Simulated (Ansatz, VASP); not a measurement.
**SiO2 in VASP and in Ansatz**

INCAR

```
ALGO = Normal ; EDIFF = 1E-6
ENCUT = 520 ; GGA = PE
ISIF = 2 ; ISMEAR = 0
LASPH = T ; LCHARG = T
LELF = T ; LREAL = F
LVHAR = T ; LWAVE = F
NBANDS = 34 ; NELM = 100
PREC = Accurate ; SIGMA = 0.05
```

The input KPOINTS:

```
k-points
0
Gamma
  6 6 4
```

POSCAR

```
SiO2
1.0
    5.1048960585      0.0000000000      0.0000000000
   -2.5524480292      4.4209696703      0.0000000000
    0.0000000000      0.0000000000      6.0314607987
Si O
3 6
Direct
    0.5000000000      0.0000000000      0.0000000000
    0.5000000000      0.5000000000      0.3333333333
    0.0000000000      0.5000000000      0.6666666667
    0.4159266453      0.2079633227      0.1666666667
    0.2079633227      0.4159266453      0.5000000000
    0.7920366773      0.2079633227      0.8333333333
    0.5840733547      0.7920366773      0.1666666667
    0.7920366773      0.5840733547      0.5000000000
    0.2079633227      0.7920366773      0.8333333333
```

Input for Ansatz:

```yaml
crystal:
  lattice:
    - [5.1048960585, 0.0, 0.0]
    - [-2.5524480292, 4.4209696703, 0.0]
    - [0.0, 0.0, 6.0314607987]
  atoms:
    - { symbol: Si, position: [0.5, 0.0, 0.0] }
    - { symbol: Si, position: [0.5, 0.5, 0.3333333333] }
    - { symbol: Si, position: [0.0, 0.5, 0.6666666667] }
    - { symbol: O, position: [0.4159266453, 0.2079633227, 0.1666666667] }
    - { symbol: O, position: [0.2079633227, 0.4159266453, 0.5] }
    - { symbol: O, position: [0.7920366773, 0.2079633227, 0.8333333333] }
    - { symbol: O, position: [0.5840733547, 0.7920366773, 0.1666666667] }
    - { symbol: O, position: [0.7920366773, 0.5840733547, 0.5] }
    - { symbol: O, position: [0.2079633227, 0.7920366773, 0.8333333333] }
basis:
  ecutwfc: 420
kpoints:
  mp_grid: { grid: [6, 6, 4] }
hamiltonian:
  xc: pbe
scf:
  occupations: { method: gaussian, width: 0.05 }
output:
  forces: true
  stress: true
  eigenvalues: true
```

Change from the starting cell: strain +0.000 along x and y, +0.080 along z, atoms carried along.

Alike in both runs: task single point; functional PBE; k mesh 6 × 6 × 4; occupations gaussian, width 0.05 eV; no spin polarisation.

|  | VASP | Ansatz |
| --- | --- | --- |
| version | VASP 6.6.1 | Ansatz 0.2.0 |
| potentials or method | VASP PAW PBE potentials, release 64 (Si, O), cutoff 520 eV | scalar-relativistic, plane waves, PAW |
| valence electrons in the cell | 48 | 48 |

VASP gave:

```
gap on the k mesh at the Fermi level (eV)                     : 4.77
least direct gap on the mesh (eV)                             : 4.83
pressure (GPa)                                                : -11.8
traceless stress, the component that is largest in VASP (GPa) : -4.62
rms of the force components (eV/Å)                            : 0.204
```

Q: Which values does Ansatz return?

A: gap on the k mesh at the Fermi level (eV): 4.77; least direct gap on the mesh (eV): 4.84; pressure (GPa): -11.8; traceless stress, the component that is largest in VASP (GPa): -4.65; rms of the force components (eV/Å): 0.199.

Atom by atom the forces differ by 0.005 eV/Å (rms over components). The functional is the same, so the differences come from potentials, cutoffs and numerics.
